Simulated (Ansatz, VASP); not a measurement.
Given: the input of a run of VASP 6.6.1 on Si2Mo.

The input INCAR:

```
AGGAC    = 1.0          
AGGAX    = 1.0          
ALDAC    = 0.0          
ALDAX    = 1.0          
ALGO     = Normal         # electronic algorithm
EDIFF    = 1E-6           # SCF threshold, eV
EDIFFG   = -0.01          # ionic threshold
ENCUT    = 600            # plane-wave cutoff, eV
GGA      = B5             # functional
IBRION   = 2              # ionic algorithm
ISIF     = 3              # what is computed and relaxed
ISMEAR   = -1             # smearing method
IVDW     = 13             # dispersion correction
LASPH    = True           # aspherical terms in the spheres
LCHARG   = False          # write CHGCAR
LREAL    = False          # projectors in reciprocal space
LWAVE    = False          # write WAVECAR
NELM     = 60             # most SCF steps
NSW      = 60             # ionic steps
PREC     = Accurate       # precision mode
SIGMA    = 0.05           # smearing width, eV
VDW_A1   = 0.44488865   
VDW_A2   = 4.0933009    
VDW_S6   = 1.0          
VDW_S8   = 2.34076671
```

File KPOINTS:

```
k-points
0
Gamma
  12 12 12
```

Contents of POSCAR:

```
Si2Mo
1.0
   -1.6000000000      1.6000000000      3.9305000000
    1.6000000000     -1.6000000000      3.9305000000
    1.6000000000      1.6000000000     -3.9305000000
Mo Si
1 2
Direct
    0.0000000000      0.0000000000      0.0000000000
    0.6670000000      0.6670000000      0.0000000000
    0.3330000000      0.3330000000      0.0000000000
```

Potentials or basis: VASP PAW PBE potentials, release 64 (Mo_sv, Si).

Run with:

```console
$ cat potpaw_PBE.64/Mo_sv/POTCAR potpaw_PBE.64/Si/POTCAR > POTCAR
$ mpirun -np 1 vasp_std > vasp.out
```

Problem. Translate it to Ansatz 0.2.0. Potentials there: Ansatz PAW.

Solution. As run (the cutoff follows the program's own potentials):

The input input.yaml:

```yaml
crystal:
  lattice:
    - [-1.6, 1.6, 3.9305]
    - [1.6, -1.6, 3.9305]
    - [1.6, 1.6, -3.9305]
  atoms:
    - { symbol: Mo, position: [0.0, 0.0, 0.0] }
    - { symbol: Si, position: [0.667, 0.667, 0.0] }
    - { symbol: Si, position: [0.333, 0.333, 0.0] }
hamiltonian:
  xc: blyp
  pseudopotentials: { kind: paw }
  dispersion: d4
kpoints:
  mp_grid: { grid: [12, 12, 12] }
scf:
  occupations: { method: fermi_dirac, width: 0.05 }
output:
  forces: true
  stress: true
relax:
  f_tol: 0.01
  max_steps: 40
  cell: { stress_tol: 0.05 }
```

Potentials or basis: Ansatz PAW.

The run is started by

```console
$ ansatz run input.yaml --threads 2 --pin off --max-ram 5632MiB --backend cpu --events-out ev --progress --plain --runs-dir out
```

Both were run:

|  | VASP | Ansatz | Ansatz less VASP |
| --- | --- | --- | --- |
| relaxed volume (Å³/atom) | 13.42 | 13.36 | -0.056 |
| relaxed length of the cell vector where the two differ most in proportion (Å) | 4.520 | 4.514 | -0.0065 |

VASP's potentials were made for PBE, not for BLYP.

Noted on Ansatz's run: the plane-wave basis is chosen anew once the cell has moved, so the energies of steps on either side of that aren't comparable.
